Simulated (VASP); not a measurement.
Set up this calculation in VASP 6.6.1, as the native input.

| Item | Value |
| --- | --- |
| Task | relaxation of cell and atoms |
| Functional | PBE |
| Potentials or basis | VASP PAW PBE potentials, release 64 (Sn_d, Se) |
| Cutoff | 600 eV |
| k mesh | 10 × 10 × 5 |
| Occupations | fermi-dirac, width 0.1 eV |
| Spin | no spin polarisation |
| Target pressure | 44 GPa |
| Dipole correction | no |
| Further INCAR settings | ALGO = Normal; EDIFF = 1e-06; IBRION = 2; EDIFFG = -0.005; NSW = 60; ISIF = 3 |

The structure of SnSe (wurtzite type) lies in POSCAR:

```
SnSe
1.0
    3.8700932935      0.0000000000      0.0000000000
   -1.9350466467      3.3515991072      0.0000000000
    0.0000000000      0.0000000000      6.3082520684
Sn Se
2 2
Direct
    0.3333333333      0.6666666667      0.0000000000
    0.6666666667      0.3333333333      0.5000000000
    0.3333333333      0.6666666667      0.3760000000
    0.6666666667      0.3333333333      0.8760000000
```

These files were run (other wordings do the same):

INCAR

```
ALGO = Normal
EDIFF = 1E-6
EDIFFG = -0.005
ENCUT = 600
GGA = PE
IBRION = 2
ISIF = 3
ISMEAR = -1
LASPH = T
LCHARG = F
LREAL = F
LWAVE = F
NELM = 100
NSW = 60
PREC = Accurate
PSTRESS = 440.0
SIGMA = 0.1
```

KPOINTS

```
k-points
0
Gamma
  10 10 5
```

Potentials or basis: VASP PAW PBE potentials, release 64 (Sn_d, Se).

Run with:

```sh
$ cat potpaw_PBE.64/Sn_d/POTCAR potpaw_PBE.64/Se/POTCAR > POTCAR
$ mpirun -np 1 vasp_std > vasp.out
```

Results of the run:

```json
{"Relaxed volume": "21.37 Å³/atom", "Relaxed cell": "a = 4.353 Å, b = 4.353 Å, c = 5.208 Å, α = 90.00°, β = 90.00°, γ = 120.00°", "Space group after relaxing (to 0.1 Å)": "P6_3/mmc (No. 194)", "Energy change on relaxing (the run minimises the enthalpy)": "-1010.5 meV/atom", "Ionic steps": "49", "Pressure after relaxing": "44.0 GPa", "Largest force after relaxing": "0.004 eV/Å", "Band gap on the k mesh": "zero (bands 20 and 21 overlap by 0.61 eV)"}
```

Caveat: the cell is relaxed towards a set pressure, so the run minimises the enthalpy, not the energy; semilocal functionals underestimate gaps, and a narrow one can read as zero; a cell axis changed by over 15 % at a fixed basis, so the end point is rough; spin-orbit coupling is left out, which moves the levels of the heavy elements.

Wall time 21 min on 1 thread of AMD EPYC 9R45 96-Core Processor (Zen 5) (shared host), peak memory 0.26 GiB.
